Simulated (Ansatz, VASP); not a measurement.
Mg: VASP beside Ansatz

```
Mg
1.0
     3.19067    0.00000    0.00000
    -1.59533    2.76320    0.00000
     0.00000    0.00000    5.10754
Mg
2
Direct
  0.33333 0.66667 0.25000
  0.66667 0.33333 0.75000
```

Alike in both runs: functional PBEsol; k mesh 12 × 12 × 8; occupations fermi-dirac, width 0.1 eV; no spin polarisation.

Ansatz relaxed the structure, and its values are those at the end. VASP's run is a single point on that final structure, the one shown.

|  | VASP | Ansatz |
| --- | --- | --- |
| version | VASP 6.6.1 | Ansatz 0.2.0 |
| potentials or method | VASP PAW PBE potentials, release 64 (Mg) | PAW with Ansatz's default frozen-core files, scalar-relativistic |
| plane-wave cutoff (eV) | 520 | 420 |
| valence electrons in the cell | 4 | 20 |

|  | VASP | Ansatz | Ansatz less VASP |
| --- | --- | --- | --- |
| pressure (GPa) | 0.0 | 0.0 | +0.05 |

VASP's potentials were made for PBE, not for PBEsol. The functional is the same, so the differences come from potentials, cutoffs and numerics. VASP's potentials hold 4 valence electrons a cell and Ansatz's 20, so a difference there can come from the potentials and not from the codes.
